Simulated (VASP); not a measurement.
# Cu3S (Pm-3m) in VASP: notebook

Runs on Cu3S. Level: PBE. Tasks: single point, relaxation of cell and atoms.

Program: VASP 6.6.1. These are calculated values, not measurements. Logs are shortened: lines on timing, memory, paths and dates and some standing lists are left out, and cuts for length are marked.

**1. The cell of the first run**

Symmetry: Pm-3m, No. 221, cubic system. Conventional cell: a = 3.701 Å, b = 3.701 Å, c = 3.701 Å, α = 90.00°, β = 90.00°, γ = 90.00°. Within 3.5 Å of S (site symmetry m-3m) lie 12 Cu at 2.62 Å. Cu (site symmetry 4/mmm) has 4 S at 2.62 Å and 8 Cu at 2.62 Å within 3.5 Å.

**2. Single point, PBE**

INCAR reads:

```
ALGO = Normal ; EDIFF = 1E-6
ENCUT = 520 ; GGA = PE
ISIF = 2 ; ISMEAR = 0
LASPH = True ; LCHARG = False
LREAL = False ; LWAVE = False
NBANDS = 28 ; NELM = 80
PREC = Accurate ; SIGMA = 0.05
```

KPOINTS reads:

```
k-points
0
Gamma
  7 7 7
```

POSCAR reads:

```
Cu3S
1.0
    3.7013491933      0.0000000000      0.0000000000
    0.0000000000      3.7013491933      0.0000000000
    0.0000000000      0.0000000000      3.7013491933
S Cu
1 3
Direct
    0.0000000000      0.0000000000      0.0000000000
    0.0000000000      0.5000000000      0.5000000000
    0.5000000000      0.0000000000      0.5000000000
    0.5000000000      0.5000000000      0.0000000000
```

Potentials or basis: VASP PAW PBE potentials, release 64 (S, Cu).

Run with:

```console
cat potpaw_PBE.64/S/POTCAR potpaw_PBE.64/Cu/POTCAR > POTCAR
mpirun -np 1 vasp_std > vasp.out
```

OUTCAR:

```text
EDIFF = 1E-6
   ENCUT = 520
   GGA = PE
   ISIF = 2
   ISMEAR = 0
   LASPH = True
   LREAL = False
   NELM = 80
   PREC = Accurate

 ion  position               nearest neighbor table
   1  0.000  0.000  0.000-   2 2.62   3 2.62   4 2.62   2 2.62   3 2.62   2 2.62   4 2.62   2 2.62
                             3 2.62   4 2.62   3 2.62   4 2.62
   2  0.000  0.500  0.500-   1 2.62   3 2.62   4 2.62   1 2.62   4 2.62   1 2.62   3 2.62   1 2.62
                             3 2.62   4 2.62   4 2.62   3 2.62
   3  0.500  0.000  0.500-   1 2.62   2 2.62   4 2.62   1 2.62   4 2.62   2 2.62   4 2.62   4 2.62
                             1 2.62   2 2.62   1 2.62   2 2.62
   4  0.500  0.500  0.000-   1 2.62   2 2.62   3 2.62   2 2.62   3 2.62   1 2.62   3 2.62   3 2.62
                             1 2.62   2 2.62   2 2.62   1 2.62

  LATTYP: Found a simple cubic cell.
 ALAT       =     3.7013491933

  Lattice vectors:

 A1 = (   3.7013491933,   0.0000000000,   0.0000000000)
 A2 = (   0.0000000000,   3.7013491933,   0.0000000000)
 A3 = (   0.0000000000,   0.0000000000,   3.7013491933)

Analysis of symmetry for initial positions (statically):
=====================================================================
 Subroutine PRICEL returns:
 Original cell was already a primitive cell.

 Routine SETGRP: Setting up the symmetry group for a
 simple cubic supercell.

 Subroutine GETGRP returns: Found 48 space group operations
 (whereof 48 operations were pure point group operations)
 out of a pool of 48 trial point group operations.

The static configuration has the point symmetry O_h .

Analysis of symmetry for dynamics (positions and initial velocities):
=====================================================================
 Subroutine PRICEL returns:
 Original cell was already a primitive cell.

 Routine SETGRP: Setting up the symmetry group for a
 simple cubic supercell.

 Subroutine GETGRP returns: Found 48 space group operations
 (whereof 48 operations were pure point group operations)
 out of a pool of 48 trial point group operations.

The dynamic configuration has the point symmetry O_h .

 Subroutine INISYM returns: Found 48 space group operations
 (whereof 48 operations are pure point group operations),
 and found     1 'primitive' translations

[... 87 lines left out ...]
   ISPIN  =      1    spin polarized calculation?
   LNONCOLLINEAR =      F non collinear calculations
   LSORBIT =      F    spin-orbit coupling
   LASPH  =      T    aspherical Exc in radial PAW
   ENCUT  =  520.0 eV  38.22 Ry    6.18 a.u.   6.88  6.88  6.88*2*pi/ulx,y,z
   NELM   =     80;   NELMIN=  2; NELMDL= -5     # of ELM steps
   EDIFF  = 0.1E-05   stopping-criterion for ELM
   LREAL  =      F    real-space projection
   EDIFFG = 0.1E-04   stopping-criterion for IOM
   NSW    =      0    number of steps for IOM
   IBRION =     -1    ionic relax: 0-MD 1-quasi-New 2-CG
   NFREE  =      0    steps in history (QN), initial steepest desc. (CG)
   ISIF   =      2    stress and relaxation
   ISYM   =      2    0-nonsym 1-usesym 2-fastsym
   POTIM  = 0.5000    time-step for ionic-motion
   TEBEG  =    0.0;   TEEND  =   0.0 temperature during run
   PSTRESS=    0.0 pullay stress
   NELECT =      39.0000    total number of electrons
   NUPDOWN=      -1.0000    fix difference up-down
   EMIN   =  10.00;   EMAX   =-10.00  energy-range for DOS
   EFERMI =   0.00;   METHOD = LEGACY
   ISMEAR =     0;   SIGMA  =   0.05  broadening in eV -4-tet -1-fermi 0-gaus
   EFERMI_NEDOS =   21; number of points for ismear=-14 and -15
   IALGO  =     38    algorithm
   IMIX   =      4    mixing-type and parameters
     AMIX     =   0.40;   BMIX     =  1.00
     AMIX_MAG =   1.60;   BMIX_MAG =  1.00
  volume/ion in A,a.u.               =      12.68        85.55
  Fermi-wavevector in a.u.,A,eV,Ry     =   1.499925  2.834448 30.610061  2.249776
  Thomas-Fermi vector in A             =   2.611492
   LORBIT       =      0    0 simple, 1 ext, 2 COOP (PROOUT), +10 PAW based schemes
   GGA     = PE    functional components
   LHFCALC =     F    Hartree Fock is set to
   AEXX    =    0.0000 exact exchange contribution
   IVDW    =     0    specifies the selected vdW correction
   LEPSILON=     F    determine dielectric tensor
   LRPA    =     F    only Hartree local field effects (RPA)
 non-spin polarized calculation
 Gauss-broadening in eV      SIGMA  =   0.05
  energy-cutoff  :      520.00
  volume of cell :       50.71
 maximum number of plane-waves:      1378
 NGX is ok and might be reduce to    28
   NGX = 13   NGY = 13   NGZ = 13

 number of electron      39.0000107 magnetization

 Free energy of the ion-electron system (eV)
  ---------------------------------------------------
  ext. energy  EPLUGINS =         0.00000000
  ---------------------------------------------------
  free energy    TOTEN  =       -14.93021192 eV

  energy without entropy =      -14.92771198  energy(sigma->0) =      -14.92896195

 E-fermi :   7.9266     XC(G=0): -12.2756

 val. band max:        7.9206031936   @ k =   0.4286   0.2857   0.0000
 cond. band min:       8.2751484881   @ k =   0.4286   0.4286   0.0000
 fundamental gap:      0.3545452945
 Fermi energy:         7.9266365015

 k-point     1 :       0.0000    0.0000    0.0000
  band No.  band energies     occupation
      1      -6.8911      2.00000
      2       2.4862      2.00000
      3       4.0415      2.00000
      4       4.0415      2.00000
      5       4.1467      2.00000
      6       4.1467      2.00000
[... 609 lines left out ...]
     27      22.1044      0.00000
     28      22.1044      0.00000

------------------------ aborting loop because EDIFF is reached ----------------------------------------

  FORCE on cell =-STRESS in cart. coord.  units (eV):
  Direction    XX          YY          ZZ          XY          YZ          ZX
  --------------------------------------------------------------------------------------
  -------------------------------------------------------------------------------------
  Total        0.0792185      0.0792185      0.0792185      0.0000000     -0.0000000      0.0000000
  in kB        2.5029791      2.5029791      2.5029791      0.0000000     -0.0000000      0.0000000
  external PRESSURE =       2.5029791 kB  Pullay stress =       0.0000000 kB

 VOLUME and BASIS-vectors are now :
 -----------------------------------------------------------------------------
  energy-cutoff  :      520.00
  volume of cell :       50.71
      direct lattice vectors                 reciprocal lattice vectors
     3.701349193  0.000000000  0.000000000     0.270171753  0.000000000  0.000000000
     0.000000000  3.701349193  0.000000000     0.000000000  0.270171753  0.000000000
     0.000000000  0.000000000  3.701349193     0.000000000  0.000000000  0.270171753

 POSITION                                       TOTAL-FORCE (eV/Angst)
 -----------------------------------------------------------------------------------
      0.00000      0.00000      0.00000         0.000000      0.000000      0.000000
      0.00000      1.85067      1.85067         0.000000      0.000000      0.000000
      1.85067      0.00000      1.85067         0.000000      0.000000      0.000000
      1.85067      1.85067      0.00000         0.000000      0.000000      0.000000
 -----------------------------------------------------------------------------------
    total drift:                                0.000000      0.000000      0.000000

  FREE ENERGIE OF THE ION-ELECTRON SYSTEM (eV)
  ---------------------------------------------------
  free  energy   TOTEN  =       -14.9302119157 eV

  energy  without entropy=      -14.9277119838  energy(sigma->0) =      -14.92896195
```

stdout:

```text
POSCAR found type information on POSCAR S Cu
 POSCAR found :  2 types and       4 ions
 scaLAPACK will be used
 LDA part: xc-table for (Slater+PW92), standard interpolation
 POSCAR, INCAR and KPOINTS ok, starting setup
 FFT: planning ... GRIDC
 FFT: planning ... GRID_SOFT
 FFT: planning ... GRID
 WAVECAR not read
 entering main loop
```

Wall time 17 s (1 thread of Intel Xeon Platinum 8559C (Emerald Rapids), shared host); peak memory 0.16 GiB.

Results:

```
Free energy            : -14.9302 eV
Pressure               : 0.3 GPa
Band gap on the k mesh : zero (an odd number of electrons rules out a gap without spin polarisation)
```

**3. Relaxation of cell and atoms, PBE**

This run uses another cell than the first one, of 10.36 Å³/atom.

INCAR reads:

```
PREC = Accurate ; ENCUT = 600
EDIFF = 1E-6 ; ISMEAR = 0
SIGMA = 0.05 ; LREAL = False
LASPH = True ; NELM = 100
ALGO = Normal ; ISIF = 3
LWAVE = False ; LCHARG = False
GGA = PE ; IBRION = 2
NSW = 80 ; EDIFFG = -0.02
```

KPOINTS reads:

```
Automatic mesh
0
Gamma
  7 7 7
```

POSCAR reads:

```
Cu3S
1.0
    3.4600000000      0.0000000000      0.0000000000
    0.0000000000      3.4600000000      0.0000000000
    0.0000000000      0.0000000000      3.4600000000
S Cu
1 3
Direct
    0.0000000000      0.0000000000      0.0000000000
    0.0000000000      0.5000000000      0.5000000000
    0.5000000000      0.0000000000      0.5000000000
    0.5000000000      0.5000000000      0.0000000000
```

Potentials or basis: VASP PAW PBE potentials, release 64 (S, Cu).

Run with:

```console
cat potpaw_PBE.64/S/POTCAR potpaw_PBE.64/Cu/POTCAR > POTCAR
mpirun -np 1 vasp_std > vasp.out
```

OUTCAR:

```text
PREC = Accurate
   ENCUT = 600
   EDIFF = 1E-6
   ISMEAR = 0
   LREAL = False
   LASPH = True
   NELM = 100
   ISIF = 3
   GGA = PE
   IBRION = 2
   NSW = 80
   EDIFFG = -0.02

 ion  position               nearest neighbor table
   1  0.000  0.000  0.000-   2 2.45   3 2.45   4 2.45   2 2.45   3 2.45   2 2.45   4 2.45   2 2.45
                             3 2.45   4 2.45   3 2.45   4 2.45
   2  0.000  0.500  0.500-   1 2.45   3 2.45   4 2.45   1 2.45   4 2.45   1 2.45   3 2.45   1 2.45
                             3 2.45   4 2.45   4 2.45   3 2.45
   3  0.500  0.000  0.500-   1 2.45   2 2.45   4 2.45   1 2.45   4 2.45   2 2.45   4 2.45   4 2.45
                             1 2.45   2 2.45   1 2.45   2 2.45
   4  0.500  0.500  0.000-   1 2.45   2 2.45   3 2.45   2 2.45   3 2.45   1 2.45   3 2.45   3 2.45
                             1 2.45   2 2.45   2 2.45   1 2.45

  LATTYP: Found a simple cubic cell.
 ALAT       =     3.4600000000

  Lattice vectors:

 A1 = (   3.4600000000,   0.0000000000,   0.0000000000)
[... 185 lines left out ...]
 Fermi energy:        11.3789635117

 k-point     1 :       0.0000    0.0000    0.0000
  band No.  band energies     occupation
      1      -5.5782      2.00000
      2       4.1980      2.00000
      3       5.7346      2.00000
      4       5.7346      2.00000
      5       6.0782      2.00000
      6       6.0782      2.00000
[... 584 lines left out ...]
--------------------------------------- Ionic step        3  -------------------------------------------

 number of electron      39.0000106 magnetization

 Free energy of the ion-electron system (eV)
  ---------------------------------------------------
  ext. energy  EPLUGINS =         0.00000000
  ---------------------------------------------------
  free energy    TOTEN  =       -14.92872649 eV

  energy without entropy =      -14.92618159  energy(sigma->0) =      -14.92745404

 E-fermi :   7.9053     XC(G=0): -12.2673

 val. band max:        7.8987945026   @ k =   0.4286   0.2857   0.0000
 cond. band min:       8.2524242325   @ k =   0.4286   0.4286   0.0000
 fundamental gap:      0.3536297299
 Fermi energy:         7.9052647647

 k-point     1 :       0.0000    0.0000    0.0000
  band No.  band energies     occupation
      1      -6.9001      2.00000
      2       2.4735      2.00000
      3       4.0294      2.00000
      4       4.0294      2.00000
      5       4.1326      2.00000
      6       4.1326      2.00000
[... 540 lines left out ...]
  FREE ENERGIE OF THE ION-ELECTRON SYSTEM (eV)
  ---------------------------------------------------
  free  energy   TOTEN  =       -14.9287264904 eV

  energy  without entropy=      -14.9261815862  energy(sigma->0) =      -14.92745404

 reached required accuracy - stopping structural energy minimisation
```

CONTCAR:

```text
Cu3S
   1.00000000000000
     3.7032253339094403   -0.0000000000000000    0.0000000000000000
    -0.0000000000000000    3.7032253339094403    0.0000000000000000
     0.0000000000000000    0.0000000000000000    3.7032253339094403
  S               Cu
     1     3
Direct
     0.0000000000000000    0.0000000000000000    0.0000000000000000
     0.0000000000000000    0.5000000000000000    0.5000000000000000
     0.5000000000000000    0.0000000000000000    0.5000000000000000
     0.5000000000000000    0.5000000000000000    0.0000000000000000

  0.00000000E+00  0.00000000E+00  0.00000000E+00
  0.00000000E+00  0.00000000E+00  0.00000000E+00
  0.00000000E+00  0.00000000E+00  0.00000000E+00
  0.00000000E+00  0.00000000E+00  0.00000000E+00
```

Wall time 46 s (1 thread of Intel Xeon Platinum 8559C (Emerald Rapids), shared host); peak memory 0.16 GiB.

What came out:

```yaml
Free_energy: -14.9287 eV
Relaxed_volume: 12.70 Å³/atom
Relaxed_cell: a = 3.703 Å, b = 3.703 Å, c = 3.703 Å, α = 90.00°, β = 90.00°, γ = 90.00°
Space_group_after_relaxing_to_0.1_Å: Pm-3m (No. 221)
Energy_gained_by_relaxing: 240.7 meV/atom
Ionic_steps: 3
Pressure_after_relaxing: 0.2 GPa
Band_gap_on_the_k_mesh: zero (an odd number of electrons rules out a gap without spin polarisation)
```

Step by step:
| step | energy change (eV) | largest force (eV/Å) | pressure (GPa) | volume (Å³) |
| --- | --- | --- | --- | --- |
| 1 | 0.0000 | 0.0000 | 40.88 | 41.42 |
| 2 | -0.5644 | 0.0000 | -12.92 | 59.37 |
| 3 | -0.9629 | 0.0000 | 0.25 | 50.79 |

Final structure:
```cif
data_structure
_symmetry_space_group_name_H-M 'P 1'
_symmetry_Int_Tables_number 1
_cell_length_a 3.7032
_cell_length_b 3.7032
_cell_length_c 3.7032
_cell_angle_alpha 90.000
_cell_angle_beta 90.000
_cell_angle_gamma 90.000
_cell_volume 50.79
loop_
_atom_site_label
_atom_site_type_symbol
_atom_site_fract_x
_atom_site_fract_y
_atom_site_fract_z
_atom_site_occupancy
S1 S 0.00000 0.00000 0.00000 1
Cu1 Cu 0.00000 0.50000 0.50000 1
Cu2 Cu 0.50000 0.00000 0.50000 1
Cu3 Cu 0.50000 0.50000 0.00000 1
```

Levels at points of the mesh, in eV from the Fermi level:
```csv
k point,band 17,band 18,band 19,band 20,band 21,band 22,band 23
"(0.00, 0.00, 0.00)",-1.46,-1.32,-1.32,-1.32,4.54,4.54,6.39
```

Caveat: the volume moved by over 15 % at a fixed basis, so the end points are rough.
